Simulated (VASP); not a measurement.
A run of VASP 6.6.1 is set up as follows.

Contents of INCAR:

```
PREC     = Accurate       # precision mode
ENCUT    = 520            # plane-wave cutoff, eV
EDIFF    = 1E-7           # SCF threshold, eV
ISMEAR   = 0              # smearing method
SIGMA    = 0.1            # smearing width, eV
LREAL    = Auto         
LASPH    = T              # aspherical terms in the spheres
NELM     = 80             # most SCF steps
ALGO     = Normal         # electronic algorithm
ISIF     = 2              # what is computed and relaxed
LWAVE    = F              # write WAVECAR
LCHARG   = T              # write CHGCAR
LDIPOL   = T            
IDIPOL   = 3            
DIPOL    = 0.5 0.5 0.319
GGA      = PE             # functional
LELF     = T              # ELF
LVHAR    = T            
LVACPOTAV= T            
NBANDS   = 102            # bands
```

File KPOINTS:

```
regular mesh
0
Gamma
  4 4 1
```

POSCAR

```
Hf12HC12
1.0
    6.5782051141      0.0000000000      0.0000000000
    0.0000000000      6.5782051141      0.0000000000
    0.0000000000      0.0000000000     20.0841322453
Hf C H
12 12 1
Direct
    0.0000000000      0.0000000000      0.1991622018
    0.0000000000      0.5000000000      0.1991622018
    0.5000000000      0.0000000000      0.1991622018
    0.5000000000      0.5000000000      0.1991622018
    0.2500000000      0.2500000000      0.3119533864
    0.2500000000      0.7500000000      0.3119533864
    0.7500000000      0.2500000000      0.3119533864
    0.7500000000      0.7500000000      0.3119533864
    0.0000000000      0.0000000000      0.4231522706
    0.0000000000      0.5000000000      0.4231522706
    0.5000000000      0.0000000000      0.4231522706
    0.5000000000      0.5000000000      0.4231522706
    0.2500000000      0.2500000000      0.1991622018
    0.2500000000      0.7500000000      0.1991622018
    0.7500000000      0.2500000000      0.1991622018
    0.7500000000      0.7500000000      0.1991622018
    0.0000000000      0.0000000000      0.3115316063
    0.0000000000      0.5000000000      0.3115316063
    0.5000000000      0.0000000000      0.3115316063
    0.5000000000      0.5000000000      0.3115316063
    0.2500000000      0.2500000000      0.4274086697
    0.2500000000      0.7500000000      0.4274086697
    0.7500000000      0.2500000000      0.4274086697
    0.7500000000      0.7500000000      0.4274086697
    0.3750000000      0.3750000000      0.4955659165
```

Potentials or basis: VASP PAW PBE potentials, release 64 (Hf_pv, C, H).

The run is started by

```sh
$ cat potpaw_PBE.64/Hf_pv/POTCAR potpaw_PBE.64/C/POTCAR potpaw_PBE.64/H/POTCAR > POTCAR
$ mpirun -np 1 vasp_std > vasp.out
```

Problem. What does it give for the band gap on the k mesh?

Solution. Zero (an odd number of electrons rules out a gap without spin polarisation).

Problem. What does it give for the largest force?

Solution. 1.538 eV/Å.

Forces on the atoms (eV/Å):
```
Hf   0.024  0.024  0.922
Hf  -0.002 -0.060  0.761
Hf  -0.060 -0.002  0.761
Hf  -0.036 -0.036  0.903
Hf   0.214  0.214 -0.183
Hf  -0.058  0.030  0.025
Hf   0.030 -0.058  0.025
Hf   0.121  0.121  0.043
Hf  -0.110 -0.110 -0.054
Hf  -0.291  0.225 -0.019
Hf   0.225 -0.291 -0.019
Hf   1.071  1.071 -0.270
C    0.025  0.025 -0.723
C    0.041  0.029 -0.756
C    0.029  0.041 -0.756
C    0.019  0.019 -0.696
C   -0.050 -0.050 -0.058
C    0.016 -0.004  0.097
C   -0.004  0.016  0.097
C   -0.216 -0.216 -0.320
C   -0.245 -0.245  0.696
C   -0.006  0.236 -0.196
C    0.236 -0.006 -0.196
C    0.035  0.035 -0.091
H   -1.007 -1.007  0.007
```

Caveat: spin-orbit coupling is left out, which moves the levels of the heavy elements.
